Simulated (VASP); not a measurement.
Sb, 4 atoms in the cell. The cell holds a slab with vacuum, 4 atoms: a = 4.069 Å, b = 4.069 Å, c = 20.800 Å, α = 90.00°, β = 90.00°, γ = 120.00°. 

| Item | Value |
| --- | --- |
| Program | VASP 6.6.1 |
| Task | single point |
| Functional | PBE |
| Dispersion | D3(BJ) |
| Potentials or basis | VASP PAW PBE potentials, release 64 (Sb) |
| Cutoff | 520 eV |
| k mesh | 9 × 9 × 1 |
| Occupations | gaussian, width 0.05 eV |
| Spin | no spin polarisation |
| Dipole correction | yes |
| Further INCAR settings | ALGO = Normal; EDIFF = 1e-07; NBANDS = 18 |

Potentials or basis: VASP PAW PBE potentials, release 64 (Sb).

The run is started by

```console
$ cat potpaw_PBE.64/Sb/POTCAR > POTCAR
$ mpirun -np 1 vasp_std > vasp.out
```

Hardware: 1 thread of Intel(R) Xeon(R) Platinum 8375C CPU @ 2.90GHz (Ice Lake), with other jobs on the host.

Question: Estimate the wall time of this run.

Answer: It took 4 min on 1 thread of Intel(R) Xeon(R) Platinum 8375C CPU @ 2.90GHz (Ice Lake) (shared host), peak memory 0.41 GiB. Counts: scf iterations 20, k points 25.
